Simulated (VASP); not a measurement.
# TaN (P-6m2) in VASP: a series of runs

Runs on TaN. Level: PBEsol. Tasks: single point.

Program: VASP 6.6.1. These are calculated values, not measurements. Logs are shortened: lines on timing, memory, paths and dates and some standing lists are left out, and cuts for length are marked.

## 1. The cell of the first run

The structure is hexagonal, space group P-6m2 (No. 187). The conventional cell has a = 2.877 Å, b = 2.877 Å, c = 2.966 Å, α = 90.00°, β = 90.00°, γ = 120.00°. Within 2.9 Å of Ta (site symmetry -6m2) lie 6 N at 2.23 Å and 6 Ta at 2.88 Å. N (site symmetry -6m2) has 6 Ta at 2.23 Å and 6 N at 2.88 Å within 2.9 Å.

## 2. Single point, PBEsol

Contents of INCAR:

```
ALGO = Normal
EDIFF = 1E-7
ENCUT = 520
GGA = PS
ISIF = 2
ISMEAR = 0
LASPH = T
LCHARG = T
LELF = T
LREAL = F
LVHAR = T
LWAVE = F
NBANDS = 15
NELM = 80
PREC = Accurate
SIGMA = 0.15
```

Contents of KPOINTS:

```
k-points
0
Gamma
  24 24 24
```

Contents of POSCAR:

```
TaN
1.0
    2.8768196827      0.0000000000      0.0000000000
   -1.4384098414      2.4913989273      0.0000000000
    0.0000000000      0.0000000000      2.9656383601
Ta N
1 1
Direct
    0.3333333333      0.6666666667      0.5000000000
    0.0000000000      0.0000000000      0.0000000000
```

Potentials or basis: VASP PAW PBE potentials, release 64 (Ta_pv, N).

Started as:

```bash
> cat potpaw_PBE.64/Ta_pv/POTCAR potpaw_PBE.64/N/POTCAR > POTCAR
> mpirun -np 1 vasp_std > vasp.out
```

OUTCAR:

```text
EDIFF = 1E-7
   ENCUT = 520
   GGA = PS
   ISIF = 2
   ISMEAR = 0
   LASPH = T
   LREAL = F
   NELM = 80
   PREC = Accurate

 ion  position               nearest neighbor table
   1  0.333  0.667  0.500-   2 2.23   2 2.23   2 2.23   2 2.23   2 2.23   2 2.23
   2  0.000  0.000  0.000-   1 2.23   1 2.23   1 2.23   1 2.23   1 2.23   1 2.23

  LATTYP: Found a hexagonal cell.
 ALAT       =     2.8768196827
 C/A-ratio  =     1.0308739119

  Lattice vectors:

 A1 = (   2.8768196827,   0.0000000000,   0.0000000000)
 A2 = (  -1.4384098414,   2.4913989273,   0.0000000000)
 A3 = (   0.0000000000,   0.0000000000,   2.9656383601)

Analysis of symmetry for initial positions (statically):
=====================================================================
 Subroutine PRICEL returns:
 Original cell was already a primitive cell.

 Routine SETGRP: Setting up the symmetry group for a
 hexagonal supercell.

 Subroutine GETGRP returns: Found 12 space group operations
 (whereof 12 operations were pure point group operations)
 out of a pool of 24 trial point group operations.

The static configuration has the point symmetry D_3h.

Analysis of symmetry for dynamics (positions and initial velocities):
=====================================================================
 Subroutine PRICEL returns:
 Original cell was already a primitive cell.

 Routine SETGRP: Setting up the symmetry group for a
 hexagonal supercell.

 Subroutine GETGRP returns: Found 12 space group operations
 (whereof 12 operations were pure point group operations)
 out of a pool of 24 trial point group operations.

The dynamic configuration has the point symmetry D_3h.

 Subroutine INISYM returns: Found 12 space group operations
 (whereof 12 operations are pure point group operations),
 and found     1 'primitive' translations

----------------------------------------------------------------------------------------

                                     Primitive cell

  volume of cell :      21.2556

  direct lattice vectors                    reciprocal lattice vectors
     2.876819683  0.000000000  0.000000000     0.347606076  0.200690461  0.000000000
    -1.438409841  2.491398927  0.000000000     0.000000000  0.401380923  0.000000000
     0.000000000  0.000000000  2.965638360     0.000000000  0.000000000  0.337195530

  length of vectors
     2.876819683  2.876819683  2.965638360     0.401380923  0.401380923  0.337195530

  position of ions in fractional coordinates (direct lattice)
     0.333333333  0.666666667  0.500000000
     0.000000000  0.000000000  0.000000000

  ion indices of the primitive-cell ions
   primitive index   ion index
                 1           1
                 2           2

----------------------------------------------------------------------------------------

 KPOINTS: k-points

Automatic generation of k-mesh.
 Grid dimensions read from file:
 generate k-points for:   24   24   24

 Generating k-lattice:

  Cartesian coordinates                     Fractional coordinates (reciprocal lattice)
     0.014483586  0.008362103  0.000000000     0.041666667  0.000000000  0.000000000
     0.000000000  0.016724205  0.000000000     0.000000000  0.041666667  0.000000000
     0.000000000  0.000000000  0.014049814     0.000000000  0.000000000  0.041666667

  Length of vectors
     0.016724205  0.016724205  0.014049814

  Shift w.r.t. Gamma in fractional coordinates (k-lattice)
     0.000000000  0.000000000  0.000000000

 Subroutine IBZKPT returns following result:
 ===========================================

 Found    793 irreducible k-points:

 Following reciprocal coordinates:
            Coordinates               Weight
  0.000000  0.000000  0.000000      1.000000
  0.041667  0.000000  0.000000      6.000000
  0.083333  0.000000  0.000000      6.000000
  0.125000  0.000000  0.000000      6.000000
  0.166667  0.000000  0.000000      6.000000
  0.208333  0.000000  0.000000      6.000000
[... 16 lines left out ...]
  0.416667  0.041667  0.000000     12.000000
  0.458333  0.041667  0.000000     12.000000
 [... further k-points ...]
   k-points           NKPTS =    793   k-points in BZ     NKDIM =    793   number of bands    NBANDS=     15
   number of dos      NEDOS =    301   number of ions     NIONS =      2
   total plane-waves  NPLWV =  13824
   dimension x,y,z NGX =    24 NGY =   24 NGZ =   24
   dimension x,y,z NGXF=    48 NGYF=   48 NGZF=   48
   ions per type =               1   1
   NGX,Y,Z   is equivalent  to a cutoff of  13.87, 13.87, 13.45 a.u.
   NGXF,Y,Z  is equivalent  to a cutoff of  27.74, 27.74, 26.91 a.u.
 SYSTEM =  unknown system
   PREC   = accura    normal or accurate (medium, high low for compatibility)
   ISTART =      0    job   : 0-new  1-cont  2-samecut
   ICHARG =      2    charge: 1-file 2-atom 10-const
   ISPIN  =      1    spin polarized calculation?
   LNONCOLLINEAR =      F non collinear calculations
   LSORBIT =      F    spin-orbit coupling
   LASPH  =      T    aspherical Exc in radial PAW
   ENCUT  =  520.0 eV  38.22 Ry    6.18 a.u.   5.35  5.35  5.51*2*pi/ulx,y,z
   NELM   =     80;   NELMIN=  2; NELMDL= -5     # of ELM steps
   EDIFF  = 0.1E-06   stopping-criterion for ELM
   LREAL  =      F    real-space projection
   EDIFFG = 0.1E-05   stopping-criterion for IOM
   NSW    =      0    number of steps for IOM
   IBRION =     -1    ionic relax: 0-MD 1-quasi-New 2-CG
   NFREE  =      0    steps in history (QN), initial steepest desc. (CG)
   ISIF   =      2    stress and relaxation
   ISYM   =      2    0-nonsym 1-usesym 2-fastsym
   POTIM  = 0.5000    time-step for ionic-motion
   TEBEG  =    0.0;   TEEND  =   0.0 temperature during run
   PSTRESS=    0.0 pullay stress
   NELECT =      16.0000    total number of electrons
   NUPDOWN=      -1.0000    fix difference up-down
   EMIN   =  10.00;   EMAX   =-10.00  energy-range for DOS
   EFERMI =   0.00;   METHOD = LEGACY
   ISMEAR =     0;   SIGMA  =   0.15  broadening in eV -4-tet -1-fermi 0-gaus
   EFERMI_NEDOS =   21; number of points for ismear=-14 and -15
   IALGO  =     38    algorithm
   IMIX   =      4    mixing-type and parameters
     AMIX     =   0.40;   BMIX     =  1.00
     AMIX_MAG =   1.60;   BMIX_MAG =  1.00
  volume/ion in A,a.u.               =      10.63        71.72
  Fermi-wavevector in a.u.,A,eV,Ry     =   1.489213  2.814204 30.174390  2.217755
  Thomas-Fermi vector in A             =   2.602150
   LORBIT       =      0    0 simple, 1 ext, 2 COOP (PROOUT), +10 PAW based schemes
   GGA     = PS    functional components
   LHFCALC =     F    Hartree Fock is set to
   AEXX    =    0.0000 exact exchange contribution
   IVDW    =     0    specifies the selected vdW correction
   LEPSILON=     F    determine dielectric tensor
   LRPA    =     F    only Hartree local field effects (RPA)
 non-spin polarized calculation
 Gauss-broadening in eV      SIGMA  =   0.15
  energy-cutoff  :      520.00
  volume of cell :       21.26
 maximum number of plane-waves:       593
 NGX is ok and might be reduce to    24

 number of electron      15.9999998 magnetization

 Free energy of the ion-electron system (eV)
  ---------------------------------------------------
  ext. energy  EPLUGINS =         0.00000000
  ---------------------------------------------------
  free energy    TOTEN  =       -23.73842890 eV

  energy without entropy =      -23.73770252  energy(sigma->0) =      -23.73806571

 E-fermi :   8.1767     XC(G=0): -13.5883

 val. band max:        8.1517396267   @ k =   0.0000   0.0000   0.4167
 cond. band min:       8.2090590796   @ k =   0.0417   0.0000   0.4167
 fundamental gap:      0.0573194529
 Fermi energy:         8.1767456718

 k-point     1 :       0.0000    0.0000    0.0000
  band No.  band energies     occupation
      1     -26.6478      2.00000
      2     -26.1913      2.00000
      3     -26.1913      2.00000
      4      -9.5504      2.00000
      5       3.7617      2.00000
      6       4.0095      2.00000
      7       4.0095      2.00000
      8       5.0208      2.00000
      9      10.9850      0.00000
     10      11.6035      0.00000
     11      11.6035      0.00000
     12      12.2091      0.00000
     13      12.2091      0.00000
     14      21.2723      0.00000
     15      21.6780      0.00000

 k-point     2 :       0.0417    0.0000    0.0000
  band No.  band energies     occupation
      1     -26.6448      2.00000
      2     -26.2145      2.00000
      3     -26.1962      2.00000
      4      -9.5113      2.00000
      5       3.7692      2.00000
      6       3.9401      2.00000
      7       4.0386      2.00000
      8       4.9625      2.00000
      9      11.1123      0.00000
     10      11.5319      0.00000
     11      11.6125      0.00000
     12      12.1869      0.00000
     13      12.2606      0.00000
     14      21.2824      0.00000
     15      21.6783      0.00000

 k-point     3 :       0.0833    0.0000    0.0000
  band No.  band energies     occupation
      1     -26.6358      2.00000
      2     -26.2817      2.00000
      3     -26.2105      2.00000
      4      -9.3965      2.00000
      5       3.5271      2.00000
      6       4.0232      2.00000
      7       4.1231      2.00000
      8       4.7974      2.00000
      9      11.1947      0.00000
     10      11.6011      0.00000
     11      11.6433      0.00000
     12      12.1226      0.00000
     13      12.4021      0.00000
     14      21.3031      0.00000
     15      21.6776      0.00000
[... 343 lines left out ...]
 k-point    23 :       0.4167    0.0417    0.0000
  band No.  band energies     occupation
      1     -27.3731      2.00000
      2     -26.4735      2.00000
      3     -26.4706      2.00000
      4      -7.1494      2.00000
      5       0.0490      2.00000
      6       2.6339      2.00000
      7       4.5577      2.00000
      8       5.4284      2.00000
      9      10.9297      0.00000
     10      12.1872      0.00000
     11      13.4349      0.00000
     12      13.6322      0.00000
     13      15.6848      0.00000
     14      20.6109      0.00000
     15      21.6388      0.00000

 k-point    24 :       0.4583    0.0417    0.0000
  band No.  band energies     occupation
      1     -27.4105      2.00000
      2     -26.4830      2.00000
      3     -26.4644      2.00000
      4      -7.0522      2.00000
      5      -0.0526      2.00000
      6       2.5704      2.00000
      7       4.4827      2.00000
      8       5.4436      2.00000
      9      10.8896      0.00000
     10      12.6545      0.00000
     11      13.4295      0.00000
     12      13.6072      0.00000
     13      15.9778      0.00000
     14      20.0136      0.00000
     15      21.6285      0.00000

 [... further k-points ...]

------------------------ aborting loop because EDIFF is reached ----------------------------------------

  FORCE on cell =-STRESS in cart. coord.  units (eV):
  Direction    XX          YY          ZZ          XY          YZ          ZX
  --------------------------------------------------------------------------------------
  -------------------------------------------------------------------------------------
  Total        1.3809914      1.3809914     -2.7703758     -0.0000000      0.0000000      0.0000000
  in kB      104.0944229    104.0944229   -208.8214785     -0.0000000      0.0000000      0.0000000
  external PRESSURE =      -0.2108776 kB  Pullay stress =       0.0000000 kB

 VOLUME and BASIS-vectors are now :
 -----------------------------------------------------------------------------
  energy-cutoff  :      520.00
  volume of cell :       21.26
      direct lattice vectors                 reciprocal lattice vectors
     2.876819683  0.000000000  0.000000000     0.347606076  0.200690461  0.000000000
    -1.438409841  2.491398927  0.000000000     0.000000000  0.401380923  0.000000000
     0.000000000  0.000000000  2.965638360     0.000000000  0.000000000  0.337195530

 POSITION                                       TOTAL-FORCE (eV/Angst)
 -----------------------------------------------------------------------------------
     -0.00000      1.66093      1.48282        -0.000000      0.000000      0.000000
      0.00000      0.00000      0.00000         0.000000     -0.000000      0.000000
 -----------------------------------------------------------------------------------
    total drift:                                0.000000     -0.000000     -0.000000

  FREE ENERGIE OF THE ION-ELECTRON SYSTEM (eV)
  ---------------------------------------------------
  free  energy   TOTEN  =       -23.7384289022 eV

  energy  without entropy=      -23.7377025188  energy(sigma->0) =      -23.73806571
```

Wall time 3.4 min (1 thread of Intel Xeon Platinum 8259CL at 2.50GHz (Skylake/Cascade Lake), shared host); peak memory 0.36 GiB.

Results:

```yaml
Free_energy: -23.7384 eV
Pressure: 0.0 GPa
Band_gap_on_the_k_mesh: zero (band 8 reaches 8.48 eV, above the bottom of band 9 at 8.06 eV)
```

Levels at points of the mesh, in eV from the Fermi level:
```csv
k point,band 4,band 5,band 6,band 7,band 8,band 9,band 10,band 11,band 12,band 13
"(0.00, 0.00, 0.00)",-17.73,-4.42,-4.17,-4.17,-3.16,2.81,3.43,3.43,4.03,4.03
"(0.50, 0.00, 0.00)",-15.23,-8.26,-5.62,-3.58,-2.87,2.89,4.59,5.05,5.81,7.40
"(0.00, 0.00, 0.50)",-15.11,-9.46,-3.31,-3.31,-0.12,-0.12,1.77,3.72,3.72,8.59
"(0.50, 0.00, 0.50)",-15.66,-7.33,-6.26,-5.36,-0.47,4.27,5.76,5.83,7.32,10.30
```

Caveat: the PAW data sets were made with another functional, which shifts forces and pressure a little; spin-orbit coupling is left out, which moves the levels of the heavy elements.

## 3. Single point, PBEsol

This run uses another cell than the first one, of the same volume but with other edges.

Contents of INCAR:

```
SYSTEM = TaN
PREC = Accurate
ENCUT = 520
EDIFF = 1E-6
ISMEAR = 0
SIGMA = 0.15
LREAL = .False.
LASPH = .True.
NELM = 80
ALGO = Normal
ISIF = 2
LWAVE = .False.
LCHARG = .True.
GGA = PS
LELF = .True.
LVHAR = .True.
NBANDS = 15
```

Contents of KPOINTS:

```
regular mesh
0
Gamma
  24 24 24
  0 0 0
```

Contents of POSCAR:

```
TaN
1.0
    3.1497717156      0.0000000000      0.0000000000
   -1.5748858578      2.7277823218      0.0000000000
    0.0000000000      0.0000000000      2.4739180876
Ta N
1 1
Direct
    0.3333333333      0.6666666667      0.5000000000
    0.0000000000      0.0000000000      0.0000000000
```

Potentials or basis: VASP PAW PBE potentials, release 64 (Ta_pv, N).

Started as:

```bash
> cat potpaw_PBE.64/Ta_pv/POTCAR potpaw_PBE.64/N/POTCAR > POTCAR
> mpirun -np 1 vasp_std > vasp.out
```

Wall time 3.1 min (1 thread of Intel Xeon Platinum 8259CL at 2.50GHz (Skylake/Cascade Lake), shared host); peak memory 0.35 GiB.

The run converged. Its results:

| Item | Value |
| --- | --- |
| Free energy | -22.2508 eV |
| Pressure | 20.6 GPa |
| Band gap on the k mesh | zero (band 8 reaches 8.70 eV, above the bottom of band 9 at 7.44 eV) |

Stress tensor (GPa, compression positive):
```
-33.23   0.00   0.00
  0.00 -33.23   0.00
  0.00   0.00 128.27
```

Levels at points of the mesh, in eV from the Fermi level:
```tsv
k point	band 5	band 6	band 7	band 8	band 9	band 10	band 11	band 12
(0.00, 0.00, 0.00)	-6.30	-6.30	-4.73	-1.07	0.83	4.62	4.62	5.13
(0.50, 0.00, 0.00)	-8.62	-4.29	-4.20	-2.69	1.54	3.58	4.59	6.61
(0.00, 0.00, 0.50)	-9.35	-5.39	-5.39	0.08	0.08	1.53	1.53	4.47
(0.50, 0.00, 0.50)	-7.69	-7.07	-5.98	0.27	3.17	4.17	5.68	6.11
```

Caveat: the PAW data sets were made with another functional, which shifts forces and pressure a little; spin-orbit coupling is left out, which moves the levels of the heavy elements.

## 4. Single point, PBEsol

This run uses another cell than the first one, of the same volume but with other edges.

Contents of INCAR:

```
  PREC = Accurate
  ENCUT = 520
  EDIFF = 1E-7
  ISMEAR = 0
  SIGMA = 0.15
  LREAL = F
  LASPH = T
  NELM = 60
  ALGO = Normal
  ISIF = 2
  LWAVE = F
  LCHARG = F
  GGA = PS
  NBANDS = 15
```

Contents of KPOINTS:

```
Automatic mesh
0
Gamma
  24 24 24
```

Contents of POSCAR:

```
TaN
1.0
    2.6791351585      0.0000000000      0.0000000000
   -1.3395675793      2.3201991074      0.0000000000
    0.0000000000      0.0000000000      3.4194340035
Ta N
1 1
Direct
    0.3333333333      0.6666666667      0.5000000000
    0.0000000000      0.0000000000      0.0000000000
```

Started as:

```bash
> cat potpaw_PBE.64/Ta_pv/POTCAR potpaw_PBE.64/N/POTCAR > POTCAR
> mpirun -np 1 vasp_std > vasp.out
```

It took 2.7 min on 1 thread of Intel Xeon 6975P-C, shared host; peak memory 0.36 GiB.

The run converged. Its results:

```
Free energy            : -21.8740 eV
Pressure               : 6.6 GPa
Band gap on the k mesh : zero (band 8 reaches 7.38 eV, above the bottom of band 9 at 7.30 eV)
```

Stress tensor (GPa, compression positive):
```
  61.56    0.00    0.00
   0.00   61.56    0.00
   0.00    0.00 -103.45
```

Levels at points of the mesh, in eV from the Fermi level:
```tsv
k point	band 6	band 7	band 8	band 9	band 10	band 11
(0.00, 0.00, 0.00)	-3.22	-1.56	-1.56	3.13	3.13	5.08
(0.50, 0.00, 0.00)	-5.89	-3.83	-0.61	3.37	4.47	6.38
(0.00, 0.00, 0.50)	-0.97	-0.27	-0.27	0.31	0.31	5.63
(0.50, 0.00, 0.50)	-5.51	-2.58	-0.78	3.48	4.26	7.35
```

Caveat: the PAW data sets were made with another functional, which shifts forces and pressure a little; spin-orbit coupling is left out, which moves the levels of the heavy elements.

## 5. Overview

```tsv
cell	gap on the mesh (eV)	pressure (GPa)
a = 2.877, b = 2.877, c = 2.966 Å, angles 90.0, 90.0, 120.0°, 2 atoms	none	0.0
a = 3.150, b = 3.150, c = 2.474 Å, angles 90.0, 90.0, 120.0°, 2 atoms	none	20.6
a = 2.679, b = 2.679, c = 3.419 Å, angles 90.0, 90.0, 120.0°, 2 atoms	none	6.6
```

Alike in all rows: task single point; level PBEsol; potentials or basis VASP PAW PBE potentials, release 64 (Ta_pv, N); no spin polarisation; k mesh 24 × 24 × 24; cutoff (eV) 520; smearing gaussian 0.15 eV.

Caveats: the PAW data sets were made with another functional, which shifts forces and pressure a little; spin-orbit coupling is left out, which moves the levels of the heavy elements.

Absolute energies hang on the potentials; compare differences alone.
